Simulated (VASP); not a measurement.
# GaSb3 (C2/m) in VASP: a series of runs

The runs below take GaSb3 through single point, with PBEsol.

All numbers are computed with VASP 6.6.1; they aren't measurements. Logs are shortened: lines on timing, memory, paths and dates and some standing lists are left out, and cuts for length are marked.

### Step 1. The cell of the first run

It takes space group C2/m (No. 12, monoclinic). Conventional cell: a = 6.759 Å, b = 7.293 Å, c = 4.903 Å, α = 90.00°, β = 131.97°, γ = 90.00°. Within 4.0 Å of Ga (site symmetry 2/m) lie 14 Sb at 3.06 to 3.65 Å. Sb (site symmetry 2) has 4 Ga at 3.06 to 3.11 Å and 10 Sb at 3.06 to 3.65 Å within 4.0 Å. Within 4.0 Å of Sb (site symmetry 2/m) lie 8 Sb at 3.06 to 3.11 Å and 6 Ga at 3.38 to 3.65 Å.

### Step 2. Single point, PBEsol (engineering shear strain xz -0.0267, normal strain along z -0.0733)

The input, INCAR:

```
SYSTEM = GaSb3
PREC = Accurate
ENCUT = 520
EDIFF = 1E-7
ISMEAR = 0
SIGMA = 0.15
LREAL = .FALSE.
LASPH = .TRUE.
NELM = 60
ALGO = Normal
ISIF = 2
LWAVE = .FALSE.
LCHARG = .FALSE.
GGA = PS
NBANDS = 22
```

The input, KPOINTS:

```
Automatic mesh
0
G
  10 10 10
  0 0 0
```

The input, POSCAR:

```
GaSb3
1.0
   -0.0486830498      3.6466703981      3.3793694579
    3.5979873483      0.0000000000      3.3306864081
    3.6466703981      3.6466703981     -0.0486830498
Ga Sb
1 3
Direct
    0.0000000000      0.0000000000      0.0000000000
    0.2500000000      0.2500000000      0.2500000000
    0.7500000000      0.7500000000      0.7500000000
    0.5000000000      0.5000000000      0.5000000000
```

Potentials or basis: VASP PAW PBE potentials, release 64 (Ga_d, Sb).

On the command line:

```console
cat potpaw_PBE.64/Ga_d/POTCAR potpaw_PBE.64/Sb/POTCAR > POTCAR
mpirun -np 1 vasp_std > vasp.out
```

OUTCAR:

```text
SYSTEM = GaSb3
   PREC = Accurate
   ENCUT = 520
   EDIFF = 1E-7
   ISMEAR = 0
   LREAL = .FALSE.
   LASPH = .TRUE.
   NELM = 60
   ISIF = 2
   GGA = PS

 ion  position               nearest neighbor table
   1  0.000  0.000  0.000-   3 3.06   2 3.06   3 3.06   2 3.06   3 3.11   2 3.11   3 3.11   2 3.11

   2  0.250  0.250  0.250-   1 3.06   1 3.06   4 3.06   4 3.06   1 3.11   4 3.11   1 3.11   4 3.11
                             3 3.38   3 3.38   3 3.65   3 3.65   3 3.65   3 3.65
   3  0.750  0.750  0.750-   4 3.06   1 3.06   4 3.06   1 3.06   4 3.11   1 3.11   4 3.11   1 3.11
                             2 3.38   2 3.38   2 3.65   2 3.65   2 3.65   2 3.65
   4  0.500  0.500  0.500-   2 3.06   2 3.06   3 3.06   3 3.06   2 3.11   3 3.11   2 3.11   3 3.11

  LATTYP: Found a base centered monoclinic cell.
 ALAT       =     6.7594402053
 B/A-ratio  =     1.0789859182
 C/A-ratio  =     0.7253495264
 COS(beta)  =    -0.6686809500

  Lattice vectors:

 A1 = (   0.0486830498,  -3.6466703981,  -3.3793694579)
 A2 = (   0.0486830498,   3.6466703981,  -3.3793694579)
 A3 = (   3.5979873483,   0.0000000000,   3.3306864081)

Analysis of symmetry for initial positions (statically):
=====================================================================
 Subroutine PRICEL returns:
 Original cell was already a primitive cell.

 Routine SETGRP: Setting up the symmetry group for a
 base centered monoclinic supercell.

 Subroutine GETGRP returns: Found  4 space group operations
 (whereof  4 operations were pure point group operations)
 out of a pool of  4 trial point group operations.

The static configuration has the point symmetry C_2h.

Analysis of symmetry for dynamics (positions and initial velocities):
=====================================================================
 Subroutine PRICEL returns:
 Original cell was already a primitive cell.

 Routine SETGRP: Setting up the symmetry group for a
 base centered monoclinic supercell.

 Subroutine GETGRP returns: Found  4 space group operations
 (whereof  4 operations were pure point group operations)
 out of a pool of  4 trial point group operations.

The dynamic configuration has the point symmetry C_2h.

 Subroutine INISYM returns: Found  4 space group operations
 (whereof  4 operations are pure point group operations),
 and found     1 'primitive' translations

----------------------------------------------------------------------------------------

[... 91 lines left out ...]
   LNONCOLLINEAR =      F non collinear calculations
   LSORBIT =      F    spin-orbit coupling
   LASPH  =      T    aspherical Exc in radial PAW
   ENCUT  =  520.0 eV  38.22 Ry    6.18 a.u.   9.24  9.12  9.59*2*pi/ulx,y,z
   NELM   =     60;   NELMIN=  2; NELMDL= -5     # of ELM steps
   EDIFF  = 0.1E-06   stopping-criterion for ELM
   LREAL  =      F    real-space projection
   EDIFFG = 0.1E-05   stopping-criterion for IOM
   NSW    =      0    number of steps for IOM
   IBRION =     -1    ionic relax: 0-MD 1-quasi-New 2-CG
   NFREE  =      0    steps in history (QN), initial steepest desc. (CG)
   ISIF   =      2    stress and relaxation
   ISYM   =      2    0-nonsym 1-usesym 2-fastsym
   POTIM  = 0.5000    time-step for ionic-motion
   TEBEG  =    0.0;   TEEND  =   0.0 temperature during run
   PSTRESS=    0.0 pullay stress
   NELECT =      28.0000    total number of electrons
   NUPDOWN=      -1.0000    fix difference up-down
   EMIN   =  10.00;   EMAX   =-10.00  energy-range for DOS
   EFERMI =   0.00;   METHOD = LEGACY
   ISMEAR =     0;   SIGMA  =   0.15  broadening in eV -4-tet -1-fermi 0-gaus
   EFERMI_NEDOS =   21; number of points for ismear=-14 and -15
   IALGO  =     38    algorithm
   IMIX   =      4    mixing-type and parameters
     AMIX     =   0.40;   BMIX     =  1.00
     AMIX_MAG =   1.60;   BMIX_MAG =  1.00
  volume/ion in A,a.u.               =      22.47       151.60
  Fermi-wavevector in a.u.,A,eV,Ry     =   1.109862  2.097336 16.759581  1.231794
  Thomas-Fermi vector in A             =   2.246407
   LORBIT       =      0    0 simple, 1 ext, 2 COOP (PROOUT), +10 PAW based schemes
   GGA     = PS    functional components
   LHFCALC =     F    Hartree Fock is set to
   AEXX    =    0.0000 exact exchange contribution
   IVDW    =     0    specifies the selected vdW correction
   LEPSILON=     F    determine dielectric tensor
   LRPA    =     F    only Hartree local field effects (RPA)
 non-spin polarized calculation
 Gauss-broadening in eV      SIGMA  =   0.15
  energy-cutoff  :      520.00
  volume of cell :       89.86
 maximum number of plane-waves:      2444
 NGX is ok and might be reduce to    40
   NGX = 19   NGY = 19   NGZ = 19

 number of electron      28.0000001 magnetization

 Free energy of the ion-electron system (eV)
  ---------------------------------------------------
  ext. energy  EPLUGINS =         0.00000000
  ---------------------------------------------------
  free energy    TOTEN  =       -16.23337004 eV

  energy without entropy =      -16.21113096  energy(sigma->0) =      -16.22225050

 E-fermi :   9.1326     XC(G=0): -10.9479

 val. band max:        9.1311798819   @ k =   0.4000  -0.0000   0.3000
 cond. band min:       9.1440555580   @ k =  -0.1000   0.3000   0.1000
 fundamental gap:      0.0128756760
 Fermi energy:         9.1326109831

 k-point     1 :       0.0000    0.0000    0.0000
  band No.  band energies     occupation
      1      -5.6721      2.00000
      2      -5.6720      2.00000
      3      -5.6643      2.00000
      4      -5.6562      2.00000
      5      -5.6414      2.00000
      6      -4.4678      2.00000
[... 589 lines left out ...]
     21      15.7985      0.00000
     22      15.8106      0.00000

 [... further k-points ...]
[... 5 lines left out ...]
  --------------------------------------------------------------------------------------
  -------------------------------------------------------------------------------------
  Total        3.2212001      3.3465578      4.0832942      0.0000000      0.0000000      0.6850465
  in kB       57.4318913     59.6669372     72.8024664      0.0000000      0.0000000     12.2139318
  external PRESSURE =      63.3004316 kB  Pullay stress =       0.0000000 kB

 VOLUME and BASIS-vectors are now :
 -----------------------------------------------------------------------------
  energy-cutoff  :      520.00
  volume of cell :       89.86
      direct lattice vectors                 reciprocal lattice vectors
    -0.048683050  3.646670398  3.379369458    -0.135162151  0.137111377  0.146009455
     3.597987348  0.000000000  3.330686408     0.139113352 -0.137111377  0.149960656
     3.646670398  3.646670398 -0.048683050     0.135162151  0.137111377 -0.146009455

 POSITION                                       TOTAL-FORCE (eV/Angst)
 -----------------------------------------------------------------------------------
      0.00000      0.00000      0.00000         0.000000      0.000000     -0.000000
      1.79899      1.82334      1.66534         0.000000     -0.103581     -0.000000
      5.39698      5.47001      4.99603        -0.000000      0.103581      0.000000
      3.59799      3.64667      3.33069        -0.000000      0.000000     -0.000000
 -----------------------------------------------------------------------------------
    total drift:                               -0.000000      0.000000      0.000000

  FREE ENERGIE OF THE ION-ELECTRON SYSTEM (eV)
  ---------------------------------------------------
  free  energy   TOTEN  =       -16.2333700422 eV

  energy  without entropy=      -16.2111309640  energy(sigma->0) =      -16.22225050
```

OSZICAR:

```text
N       E                     dE             d eps       ncg     rms          rms(c)
DAV:   1     0.166066994394E+03    0.16607E+03   -0.11802E+04 12976   0.140E+03
DAV:   2     0.761514820147E-01   -0.16599E+03   -0.15924E+03 13566   0.339E+02
DAV:   3    -0.158307106543E+02   -0.15907E+02   -0.15429E+02 15288   0.849E+01
DAV:   4    -0.162750925702E+02   -0.44438E+00   -0.44237E+00 14168   0.146E+01
DAV:   5    -0.162857401553E+02   -0.10648E-01   -0.10645E-01 15434   0.235E+00    0.401E+00
DAV:   6    -0.162479505310E+02    0.37790E-01   -0.48648E-02 16374   0.266E+00    0.226E+00
DAV:   7    -0.162338977585E+02    0.14053E-01   -0.25448E-02 16282   0.132E+00    0.182E-01
DAV:   8    -0.162333955779E+02    0.50218E-03   -0.24117E-03 15006   0.503E-01    0.600E-02
DAV:   9    -0.162333743667E+02    0.21211E-04   -0.16303E-04 14834   0.805E-02    0.196E-02
DAV:  10    -0.162333708497E+02    0.35171E-05   -0.14298E-05 14810   0.348E-02    0.763E-03
DAV:  11    -0.162333705350E+02    0.31466E-06   -0.10225E-06 15108   0.695E-03    0.238E-03
DAV:  12    -0.162333701853E+02    0.34974E-06   -0.11438E-07  9274   0.247E-03    0.415E-04
DAV:  13    -0.162333700778E+02    0.10746E-06   -0.31587E-08  8076   0.141E-03    0.221E-04
DAV:  14    -0.162333700422E+02    0.35603E-07   -0.54086E-09  7698   0.658E-04
   1 F= -.16233370E+02 E0= -.16222251E+02  d E =-.222391E-01
```

stdout:

```text
POSCAR found type information on POSCAR GaSb
 POSCAR found :  2 types and       4 ions
 scaLAPACK will be used
 -----------------------------------------------------------------------------
|                                                                             |
|                                                                             |
|     You enforced a specific xc type in the INCAR file but a different       |
|     I HOPE YOU KNOW WHAT YOU ARE DOING!                                     |
|                                                                             |
 -----------------------------------------------------------------------------

 LDA part: xc-table for (Slater+PW92), standard interpolation
 POSCAR, INCAR and KPOINTS ok, starting setup
 FFT: planning ... GRIDC
 FFT: planning ... GRID_SOFT
 FFT: planning ... GRID
 WAVECAR not read
 entering main loop
```

Run time: 4.7 min. Hardware: 1 thread of Intel Xeon 6975P-C (Granite Rapids), shared host; peak memory 0.61 GiB.

Results:

```
Free energy            : -16.2334 eV
Pressure               : 6.3 GPa
Largest force          : 0.104 eV/Å
Band gap on the k mesh : zero (band 14 reaches 11.15 eV, above the bottom of band 15 at 6.55 eV)
```

Forces in eV/Å, atoms in the order of the input:
```
Ga   0.000  0.000  0.000
Sb   0.000 -0.104  0.000
Sb   0.000  0.104  0.000
Sb   0.000  0.000  0.000
```

Stress tensor (GPa, compression positive):
```
5.74 0.00 1.22
0.00 5.97 0.00
1.22 0.00 7.28
```

Caveat: the cell differs from its parent crystal (engineering shear strain xz -0.0267, normal strain along z -0.0733); the PAW data sets were made with another functional, which shifts forces and pressure a little; spin-orbit coupling is left out, which moves the levels of the heavy elements.

[end of part 1 of 2]
